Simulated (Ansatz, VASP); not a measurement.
**MoS in VASP and in Ansatz**

```
CELL_PARAMETERS angstrom
3.12041 0.00000 0.00000
-1.56020 2.70235 0.00000
0.00000 0.00000 21.08603
ATOMIC_POSITIONS crystal
Mo 0.66667 0.33333 0.35569
Mo 0.33333 0.66667 0.64431
S 0.33333 0.66667 0.43162
S 0.66667 0.33333 0.56838
```

Alike in both runs: task single point; functional PBEsol; k mesh 12 × 12 × 1; occupations fermi-dirac, width 0.3 eV; no spin polarisation.

|  | VASP | Ansatz |
| --- | --- | --- |
| version | VASP 6.6.1 | Ansatz 0.2.0 |
| potentials or method | VASP PAW PBE potentials, release 64 (Mo_sv, S), cutoff 520 eV | scalar-relativistic, plane waves, PAW |
| valence electrons in the cell | 40 | 40 |

|  | VASP | Ansatz | Ansatz less VASP |
| --- | --- | --- | --- |
| gap on the k mesh at the Fermi level (eV) | none | none | - |
| rms of the force components (eV/Å) | 1.001 | 1.006 | +0.0052 |

VASP's potentials were made for PBE, not for PBEsol. A gap of «none» marks a metal or a gap that the smearing closes. The functional is the same, so the differences come from potentials, cutoffs and numerics.
